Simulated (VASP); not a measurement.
# KAgF2: single point with r2SCAN

Crystal: KAgF2.

```
K Ag F
1.0
     1.82561    1.05402    5.73175
    -1.82561    1.05402    5.73175
     0.00000   -2.10803    5.73175
K Ag F
1 1 2
Cartesian
  1.8256 1.0540 5.7318
  0.0000 0.0000 8.5976
  0.0000 0.0000 4.1926
  0.0000 0.0000 13.0027
```

- Program: VASP 6.6.1
- Task: single point
- Functional: r2SCAN
- Potentials or basis: VASP PAW PBE potentials, release 64 (K_sv, Ag, F)
- Cutoff: 660 eV
- k mesh: 8 × 8 × 8
- Occupations: gaussian, width 0.01 eV
- Spin: no spin polarisation
- Dipole correction: no
- Further INCAR settings: ALGO = Normal; EDIFF = 1e-06; NBANDS = 25

The pressure is 0.0 GPa and the largest force is 0.006 eV/Å. The band gap on the k mesh is 2.17 eV (least direct gap 2.25 eV).

Forces in eV/Å, atoms in the order of the input:
```
K    0.000  0.000  0.000
Ag   0.000  0.000  0.000
F    0.000  0.000 -0.006
F    0.000  0.000  0.006
```

Levels at points of the mesh, in eV from the valence-band top:
| k point | band 13 | band 14 | band 15 | band 16 | band 17 | band 18 | band 19 | band 20 | band 21 | band 22 |
| --- | --- | --- | --- | --- | --- | --- | --- | --- | --- | --- |
| (0.00, 0.00, 0.00) | -1.12 | -1.12 | -0.98 | -0.08 | -0.08 | 2.17 | 7.32 | 7.69 | 10.12 | 10.12 |
| (0.50, 0.00, 0.00) | -1.24 | -0.83 | -0.80 | -0.24 | 0.00 | 6.11 | 6.65 | 7.15 | 10.08 | 11.37 |
| (0.50, 0.50, 0.00) | -1.31 | -0.83 | -0.81 | -0.29 | -0.03 | 5.87 | 7.34 | 8.05 | 9.14 | 10.34 |
| (0.50, 0.50, 0.50) | -1.11 | -1.11 | -1.00 | -0.01 | -0.01 | 3.19 | 5.33 | 8.07 | 9.98 | 9.98 |

It took 83 min on 1 thread of AMD EPYC 7571, with other jobs on the host, peak memory 0.5 GiB.

Caveat: the PAW data sets were made with another functional, which shifts forces and pressure a little. A k mesh can miss the band edges.
